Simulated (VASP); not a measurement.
Runs of VASP 6.6.1 on SiC. The structure is that of space group F-43m (No. 216), or close to it. The cells are those of the table. 

```csv
task,level,potentials or basis,cell,gap on the mesh (eV),pressure (GPa)
relaxation of the atoms,PBE,"VASP PAW PBE potentials, release 64 (Si, C)","atoms relaxed from a = 3.082 Å, angles 60.0°, 2 atoms",1.40,3.2
relaxation of the atoms,PBE,"VASP PAW PBE potentials, release 64 (Si, C)","atoms relaxed from a = 3.122 Å, angles 60.0°, 2 atoms",1.43,-5.0
relaxation of the atoms,PBE,"VASP PAW PBE potentials, release 64 (Si, C)","atoms relaxed from a = 3.051, b = 3.051, c = 3.082 Å, angles 59.7, 59.7, 60.7°, 2 atoms",1.17,7.9
electric field gradients,LDA,"VASP PAW LDA potentials, release 64 (Si, C)","a = 3.082 Å, angles 60.0°, 2 atoms",(a),-4.0
relaxation of the atoms,PBE,"VASP PAW PBE potentials, release 64 (Si, C)","atoms relaxed from a = 3.102 Å, angles 60.0°, 2 atoms",(b),-1.1
single point,PBE,"VASP PAW PBE potentials, release 64 (Si, C)","a = 3.082 Å, angles 60.0°, 2 atoms",1.40,3.2
```

Alike in all rows: no spin polarisation; k mesh 17 × 17 × 17; cutoff (eV) 520; smearing fermi-dirac 0.02 eV.

Q: Estimate the missing entries.

A: (a) 1.34; (b) 1.42.

Caveats: an odd mesh through Γ misses points on the zone boundary, where band edges can lie; the relaxation stopped at its first step, so nothing moved (at least some runs); the cell stands under tension (at least some runs); the cell stands under pressure (at least some runs).
